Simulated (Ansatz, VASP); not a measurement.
# One calculation of Bi, two programs

INCAR

```
PREC     = Accurate       # precision mode
ENCUT    = 520            # plane-wave cutoff, eV
EDIFF    = 1E-7           # SCF threshold, eV
ISMEAR   = -1             # smearing method
SIGMA    = 0.03           # smearing width, eV
LREAL    = False          # projectors in reciprocal space
LASPH    = True           # aspherical terms in the spheres
NELM     = 100            # most SCF steps
ALGO     = Normal         # electronic algorithm
ISIF     = 2              # what is computed and relaxed
LWAVE    = False          # write WAVECAR
LCHARG   = False          # write CHGCAR
GGA      = PS             # functional
NBANDS   = 22             # bands
```

Contents of KPOINTS:

```
regular mesh
0
Gamma
  9 9 3
```

File POSCAR:

```
Bi
1.0
    4.4482202937      0.0000000000      0.0000000000
   -2.2241101469      3.8522717760      0.0000000000
    0.0000000000      0.0000000000     11.8290000000
Bi
2
Direct
    0.3333333333      0.6666666667      0.2500000000
    0.6666666667      0.3333333333      0.7500000000
```

Input for Ansatz:

```yaml
crystal:
  lattice:
    - [4.4482202937, 0.0, 0.0]
    - [-2.2241101469, 3.852271776, 0.0]
    - [0.0, 0.0, 11.829]
  atoms:
    - { symbol: Bi, position: [0.3333333333, 0.6666666667, 0.25] }
    - { symbol: Bi, position: [0.6666666667, 0.3333333333, 0.75] }
kpoints:
  mp_grid: { grid: [9, 9, 3] }
  band_path:
    path:
      - [0.0, 0.0, 0.0]
      - [0.5, 0.0, 0.0]
      - [0.3333333333, 0.3333333333, 0.0]
      - [0.0, 0.0, 0.0]
      - [0.0, 0.0, 0.5]
      - [0.5, 0.0, 0.5]
      - [0.3333333333, 0.3333333333, 0.5]
      - [0.0, 0.0, 0.5]
      - [0.5, 0.0, 0.5]
    npoints: 5
scf:
  occupations: { method: fermi_dirac, width: 0.03 }
hamiltonian:
  xc: pbesol
  pseudopotentials: { kind: all_electron, lapw: { basis_error: 0.0005 } }
output:
  forces: true
  stress: true
  eigenvalues: true
```

Change from the starting cell: equal xx and yy strain of -2 %.

Alike in both runs: task single point; functional PBEsol; k mesh 9 × 9 × 3; occupations fermi-dirac, width 0.03 eV; no spin polarisation.

|  | VASP | Ansatz |
| --- | --- | --- |
| version | VASP 6.6.1 | Ansatz 0.2.0 |
| potentials or method | VASP PAW PBE potentials, release 64 (Bi_d), cutoff 520 eV | all-electron LAPW, scalar-relativistic |

|  | VASP | Ansatz | Ansatz less VASP |
| --- | --- | --- | --- |
| pressure (GPa) | -3.8 | -3.8 | +0.03 |
| traceless stress, the component that is largest in VASP (GPa) | 3.44 | 3.44 | 0.000 |

VASP's potentials were made for PBE, not for PBEsol. Ansatz ran all-electron here, and VASP with PAW potentials.

Neither program's run includes spin-orbit coupling.
